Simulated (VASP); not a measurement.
A run of VASP 6.6.1 is set up as follows.

File INCAR:

```
PREC = Accurate
ENCUT = 520
EDIFF = 1E-7
ISMEAR = 0
SIGMA = 0.1
LREAL = False
LASPH = True
NELM = 80
ALGO = Normal
ISIF = 2
LWAVE = False
LCHARG = True
GGA = PE
LELF = True
LVHAR = True
NBANDS = 18
```

The input KPOINTS:

```
regular mesh
0
Gamma
  6 6 6
```

The input POSCAR:

```
SnCl
1.0
   -2.8807478890      2.8807478890      1.7054527157
    2.8807478890     -2.8807478890      1.7054527157
    2.8807478890      2.8807478890     -1.7054527157
Sn Cl
1 1
Direct
    0.5000000000      0.5000000000      0.0000000000
    0.2500000000      0.7500000000      0.5000000000
```

Potentials or basis: VASP PAW PBE potentials, release 64 (Sn_d, Cl).

The run is started by

```sh
$ cat potpaw_PBE.64/Sn_d/POTCAR potpaw_PBE.64/Cl/POTCAR > POTCAR
$ mpirun -np 1 vasp_std > vasp.out
```

Question: Predict the pressure.

Answer: -0.1 GPa.

Caveat: an odd number of electrons without spin polarisation forces a metal; a magnetic or distorted state may lie lower.
